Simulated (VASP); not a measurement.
# TePb (P1) in VASP: further runs, part 2 of 2

VASP 6.6.1. The steps go on from the part before.

### Step 3. Single point, PBEsol+D4

INCAR reads:

```
PREC = Accurate
ENCUT = 520
EDIFF = 1E-6
ISMEAR = 0
SIGMA = 0.01
LREAL = False
LASPH = True
NELM = 100
ALGO = Normal
ISIF = 2
LWAVE = False
LCHARG = False
GGA = PS
IVDW = 13
NBANDS = 17
```

KPOINTS reads:

```
Automatic mesh
0
Gamma
  4 4 4
```

POSCAR reads:

```
TePb
1.0
    0.0000000000      3.2310000000      3.2310000000
    3.2310000000      0.0000000000      3.2310000000
    3.2310000000      3.2310000000      0.0000000000
Te Pb
1 1
Direct
    0.4997200000      0.4788200000      0.4975200000
    0.9958749830      0.0066950170     -0.0021950170
```

Potentials or basis: VASP PAW PBE potentials, release 64 (Te, Pb_d).

Launch:

```bash
$ cat potpaw_PBE.64/Te/POTCAR potpaw_PBE.64/Pb_d/POTCAR > POTCAR
$ mpirun -np 1 vasp_std > vasp.out
```

OUTCAR:

```text
PREC = Accurate
   ENCUT = 520
   EDIFF = 1E-6
   ISMEAR = 0
   LREAL = False
   LASPH = True
   NELM = 100
   ISIF = 2
   GGA = PS
   IVDW = 13

 ion  position               nearest neighbor table
   1  0.500  0.479  0.498-   2 3.14   2 3.15   2 3.22   2 3.24   2 3.31   2 3.32
   2  0.996  0.007  0.998-   1 3.14   1 3.15   1 3.22   1 3.24   1 3.31   1 3.32

  LATTYP: Found a face centered cubic cell.
 ALAT       =     6.4620000000

  Lattice vectors:

 A1 = (   0.0000000000,   3.2310000000,   3.2310000000)
 A2 = (   3.2310000000,   0.0000000000,   3.2310000000)
 A3 = (   3.2310000000,   3.2310000000,   0.0000000000)

[... 665 lines left out ...]

  DFT-D4 for vdW energy calculation

  Edisp (eV):   -0.50641

  FORCE on cell =-STRESS in cart. coord.  units (eV):
  Direction    XX          YY          ZZ          XY          YZ          ZX
  --------------------------------------------------------------------------------------
  -------------------------------------------------------------------------------------
  Total      -0.52027    -0.66052    -0.55904    -0.00321    -0.00274     0.02142
  in kB     -12.35665   -15.68767   -13.27732    -0.07613    -0.06518     0.50874
  external pressure =      -13.77 kB  Pullay stress =        0.00 kB

 VOLUME and BASIS-vectors are now :
 -----------------------------------------------------------------------------
  energy-cutoff  :      520.00
  volume of cell :       67.46
      direct lattice vectors                 reciprocal lattice vectors
     0.000000000  3.231000000  3.231000000    -0.154750851  0.154750851  0.154750851
     3.231000000  0.000000000  3.231000000     0.154750851 -0.154750851  0.154750851
     3.231000000  3.231000000  0.000000000     0.154750851  0.154750851 -0.154750851

 POSITION                                       TOTAL-FORCE (eV/Angst)
 -----------------------------------------------------------------------------------
      3.15455      3.22208      3.16166        -0.015336      0.002445     -0.013920
      3.24554      6.44158      3.23930         0.015336     -0.002445      0.013920
 -----------------------------------------------------------------------------------
    total drift:                                0.000057      0.000135      0.000077

  FREE ENERGIE OF THE ION-ELECTRON SYSTEM (eV)
  ---------------------------------------------------
  free  energy   TOTEN  =        -8.7603521232 eV

  energy  without entropy=       -8.7603521232  energy(sigma->0) =       -8.76035212
```

stdout:

```text
POSCAR found type information on POSCAR TePb
 POSCAR found :  2 types and       2 ions
 scaLAPACK will be used
 -----------------------------------------------------------------------------
|                                                                             |
|                                                                             |
|     You enforced a specific xc type in the INCAR file but a different       |
|     I HOPE YOU KNOW WHAT YOU ARE DOING!                                     |
|                                                                             |
 -----------------------------------------------------------------------------

 LDA part: xc-table for (Slater+PW92), standard interpolation
 POSCAR, INCAR and KPOINTS ok, starting setup
 FFT: planning ... GRIDC
 FFT: planning ... GRID_SOFT
 FFT: planning ... GRID
 WAVECAR not read
 entering main loop
```

Wall time 29 s (1 thread of Intel Xeon 6975P-C (Granite Rapids), shared host); peak memory 0.21 GiB.

Results:

* Free energy: -8.7604 eV
* Pressure: -1.4 GPa
* Largest force: 0.021 eV/Å
* Band gap on the k mesh: 0.69 eV, direct
* Dispersion energy per atom: -0.253 eV

Forces on the atoms (eV/Å):
```
Te  -0.015  0.002 -0.014
Pb   0.015 -0.002  0.014
```

Stress tensor (GPa, compression positive):
```
-1.24 -0.01  0.05
-0.01 -1.57 -0.01
 0.05 -0.01 -1.33
```

Levels at points of the mesh, in eV from the valence-band top:
```tsv
k point	band 8	band 9	band 10	band 11	band 12	band 13
(0.00, 0.00, 0.00)	-1.35	-1.32	-1.32	3.98	4.00	4.08
(0.50, 0.00, 0.00)	-0.92	-0.91	0.00	0.69	1.30	1.32
(0.00, 0.50, 0.00)	-0.92	-0.88	-0.07	0.75	1.26	1.30
(0.00, 0.00, 0.50)	-0.92	-0.91	0.00	0.69	1.30	1.32
(0.50, 0.50, 0.50)	-0.93	-0.88	-0.05	0.73	1.26	1.31
(0.50, 0.50, 0.00)	-4.49	-2.80	-2.79	3.17	5.49	5.51
(0.00, 0.50, 0.50)	-4.49	-2.80	-2.79	3.18	5.49	5.50
(0.50, 0.00, 0.50)	-4.52	-2.82	-2.77	3.14	5.49	5.55
```

Caveat: the k points lie up to 0.42 Å⁻¹ apart; the PAW data sets were made with another functional, which shifts forces and pressure a little; spin-orbit coupling is left out, which moves the levels of the heavy elements.

### Step 4. Single point, PBEsol+D4

This run uses another cell than the first one, of 33.90 Å³/atom, 1.005 times its volume.

INCAR reads:

```
PREC = Accurate ; ENCUT = 520
EDIFF = 1E-7 ; ISMEAR = 0
SIGMA = 0.01 ; LREAL = F
LASPH = T ; NELM = 60
ALGO = Normal ; ISIF = 2
LWAVE = F ; LCHARG = F
GGA = PS ; IVDW = 13
NBANDS = 17
```

KPOINTS reads:

```
regular mesh
0
Gamma
  4 4 4
```

POSCAR reads:

```
TePb
1.0
    0.0000000000      3.2363760498      3.2363760498
    3.2363760498      0.0000000000      3.2363760498
    3.2363760498      3.2363760498      0.0000000000
Te Pb
1 1
Direct
    0.4997200000      0.4788200000      0.4975200000
    0.9989700000      0.0036000000      0.0009000000
```

Launch:

```bash
$ cat potpaw_PBE.64/Te/POTCAR potpaw_PBE.64/Pb_d/POTCAR > POTCAR
$ mpirun -np 1 vasp_std > vasp.out
```

Wall time 32 s (1 thread of Intel Xeon 6975P-C (Granite Rapids), shared host); peak memory 0.22 GiB.

Results (log left out):

* Free energy: -8.7574 eV
* Pressure: -1.6 GPa
* Largest force: 0.026 eV/Å
* Band gap on the k mesh: 0.70 eV, direct
* Dispersion energy per atom: -0.252 eV

Forces in eV/Å, atoms in the order of the input:
```
Te  -0.019 -0.002 -0.017
Pb   0.019  0.002  0.017
```

Stress tensor (GPa, compression positive):
```
-1.43  0.01  0.05
 0.01 -1.76  0.01
 0.05  0.01 -1.52
```

Levels at points of the mesh, in eV from the valence-band top:
```tsv
k point	band 8	band 9	band 10	band 11	band 12	band 13
(0.00, 0.00, 0.00)	-1.33	-1.30	-1.30	3.98	4.00	4.07
(0.50, 0.00, 0.00)	-0.90	-0.89	0.00	0.70	1.32	1.33
(0.00, 0.50, 0.00)	-0.91	-0.86	-0.05	0.74	1.27	1.32
(0.00, 0.00, 0.50)	-0.90	-0.89	0.00	0.70	1.31	1.33
(0.50, 0.50, 0.50)	-0.91	-0.86	-0.07	0.75	1.27	1.32
(0.50, 0.50, 0.00)	-4.45	-2.77	-2.76	3.19	5.47	5.50
(0.00, 0.50, 0.50)	-4.45	-2.77	-2.76	3.20	5.47	5.49
(0.50, 0.00, 0.50)	-4.48	-2.79	-2.74	3.16	5.47	5.54
```

Caveat: the k points lie up to 0.42 Å⁻¹ apart; the PAW data sets were made with another functional, which shifts forces and pressure a little; spin-orbit coupling is left out, which moves the levels of the heavy elements. A k mesh can miss the band edges.

### Step 5. Single point, PBEsol+D4

This run uses another cell than the first one, of 33.56 Å³/atom, 0.995 times its volume.

INCAR reads:

```
ALGO = Normal
EDIFF = 1E-7
ENCUT = 520
GGA = PS
ISIF = 2
ISMEAR = 0
IVDW = 13
LASPH = T
LCHARG = F
LREAL = F
LWAVE = F
NBANDS = 17
NELM = 60
PREC = Accurate
SIGMA = 0.01
```

KPOINTS reads:

```
k-points
0
Gamma
  4 4 4
```

POSCAR reads:

```
TePb
1.0
    0.0000000000      3.2256060000      3.2256060000
    3.2256060000      0.0000000000      3.2256060000
    3.2256060000      3.2256060000      0.0000000000
Te Pb
1 1
Direct
    0.4997200000      0.4788200000      0.4975200000
    0.9989700000      0.0036000000      0.0009000000
```

Launch:

```bash
$ cat potpaw_PBE.64/Te/POTCAR potpaw_PBE.64/Pb_d/POTCAR > POTCAR
$ mpirun -np 1 vasp_std > vasp.out
```

Run time: 31 s. Hardware: 1 thread of Intel Xeon 6975P-C (Granite Rapids), shared host; peak memory 0.22 GiB.

The run converged. Its results:

```
Free energy                : -8.7630 eV
Pressure                   : -1.2 GPa
Largest force              : 0.016 eV/Å
Band gap on the k mesh     : 0.68 eV, direct
Dispersion energy per atom : -0.254 eV
```

Forces on the atoms (eV/Å):
```
Te  -0.012 -0.002 -0.011
Pb   0.012  0.002  0.011
```

Stress tensor (GPa, compression positive):
```
-1.03  0.01  0.05
 0.01 -1.37  0.00
 0.05  0.00 -1.12
```

Levels at points of the mesh, in eV from the valence-band top:
```tsv
k point	band 8	band 9	band 10	band 11	band 12	band 13
(0.00, 0.00, 0.00)	-1.37	-1.34	-1.34	3.99	4.00	4.08
(0.50, 0.00, 0.00)	-0.93	-0.93	0.00	0.68	1.29	1.30
(0.00, 0.50, 0.00)	-0.94	-0.89	-0.06	0.73	1.25	1.30
(0.00, 0.00, 0.50)	-0.94	-0.92	0.00	0.68	1.29	1.30
(0.50, 0.50, 0.50)	-0.94	-0.89	-0.07	0.73	1.24	1.29
(0.50, 0.50, 0.00)	-4.53	-2.83	-2.82	3.15	5.51	5.53
(0.00, 0.50, 0.50)	-4.53	-2.83	-2.82	3.16	5.50	5.52
(0.50, 0.00, 0.50)	-4.56	-2.85	-2.80	3.11	5.50	5.57
```

Caveat: the k points lie up to 0.42 Å⁻¹ apart; the PAW data sets were made with another functional, which shifts forces and pressure a little; spin-orbit coupling is left out, which moves the levels of the heavy elements. A k mesh can miss the band edges.

### Step 6. Summary

```csv
cell,gap on the mesh (eV),pressure (GPa),largest force (eV/Å)
"a = 4.569 Å, angles 60.0°, 2 atoms",0.69,-1.4,0.02
"a = 4.577 Å, angles 60.0°, 2 atoms",0.70,-1.6,0.03
"a = 4.562 Å, angles 60.0°, 2 atoms",0.68,-1.2,0.02
```

Some of these runs hold the atoms at other places in the same cell, which the table doesn't show; runs alike in all that it shows share one row.

Alike in all rows: task single point; level PBEsol+D4; potentials or basis VASP PAW PBE potentials, release 64 (Te, Pb_d); no spin polarisation; k mesh 4 × 4 × 4; cutoff (eV) 520; smearing gaussian 0.01 eV.

Caveats: all runs use coarse meshes; the PAW data sets were made with another functional, which shifts forces and pressure a little; spin-orbit coupling is left out, which moves the levels of the heavy elements.

Total energies depend on the potentials used, so only differences within one code and one set of settings carry meaning.
